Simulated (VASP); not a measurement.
Wanted: the native input for a VASP 6.6.1 run.

```yaml
Task: single point
Functional: PBE
Potentials_or_basis: VASP PAW PBE potentials, release 64 (Zn, Tl_d, Ag, C, N)
Cutoff: 520 eV
k_mesh: 4 × 4 × 4
Occupations: gaussian, width 0.1 eV
Spin: collinear spin
Starting_moments: "[0.0, 0.0, 1.0, 0.0, 0.0, 0.0, 0.0, 0.0, 0.0, 0.0, 0.0, 0.0, 0.0, 0.0, 0.0] μB"
Dipole_correction: no
Further_INCAR_settings: LREAL = Auto; ALGO = Normal; EDIFF = 1e-07; NBANDS = 62
```

The structure of TlZnAgC6N6 lies in POSCAR:

```
TlZnAgC6N6
1.0
    0.0000000000      5.5179704434      5.5179704434
    5.5179704434      0.0000000000      5.5179704434
    5.5179704434      5.5179704434      0.0000000000
Zn Tl Ag C N
1 1 1 6 6
Direct
    0.5000000000      0.5000000000      0.5000000000
    0.7500000000      0.7500000000      0.7500000000
    0.0000000000      0.0000000000      0.0000000000
    0.7994768330      0.2005231670      0.2005231670
    0.2005231670      0.2005231670      0.7994768330
    0.7994768330      0.2005231670      0.7994768330
    0.2005231670      0.7994768330      0.7994768330
    0.7994768330      0.7994768330      0.2005231670
    0.2005231670      0.7994768330      0.2005231670
    0.6938363578      0.3061636422      0.3061636422
    0.3061636422      0.3061636422      0.6938363578
    0.6938363578      0.3061636422      0.6938363578
    0.3061636422      0.6938363578      0.6938363578
    0.6938363578      0.6938363578      0.3061636422
    0.3061636422      0.6938363578      0.3061636422
```

These files were run (other wordings do the same):

INCAR

```
SYSTEM = TlZnAgC6N6
ALGO = Normal
EDIFF = 1E-7
ENCUT = 520
GGA = PE
ISIF = 2
ISMEAR = 0
ISPIN = 2
LASPH = .True.
LCHARG = .False.
LMAXMIX = 4
LORBIT = 11
LREAL = Auto
LWAVE = .False.
MAGMOM = 0 0 1 0 0 0 0 0 0 0 0 0 0 0 0
NBANDS = 62
NELM = 150
PREC = Accurate
SIGMA = 0.1
```

KPOINTS

```
k-points
0
Gamma
  4 4 4
  0 0 0
```

Potentials or basis: VASP PAW PBE potentials, release 64 (Zn, Tl_d, Ag, C, N).

Run with:

```bash
$ cat potpaw_PBE.64/Zn/POTCAR potpaw_PBE.64/Tl_d/POTCAR potpaw_PBE.64/Ag/POTCAR potpaw_PBE.64/C/POTCAR potpaw_PBE.64/N/POTCAR > POTCAR
$ mpirun -np 1 vasp_std > vasp.out
```

Results of the run:

| Quantity | Value |
| --- | --- |
| Pressure | 0.5 GPa |
| Largest force | 0.436 eV/Å |
| Band gap on the k mesh | 0.35 eV |
| Net moment | 2.00 μB per cell |
| Site moments | Zn +0.02; Tl +0.00; Ag +0.67; C +0.15; N +0.01 μB |
| Valence electrons inside the program's atomic spheres | Zn 10.65; Tl 11.02; Ag 9.87; C 2.57; N 3.88 |

Caveat: spin-orbit coupling is left out, which moves the levels of the heavy elements.

Wall time 19 min on 1 thread of Intel Xeon 8259CL, on a shared host, peak memory 0.8 GiB.
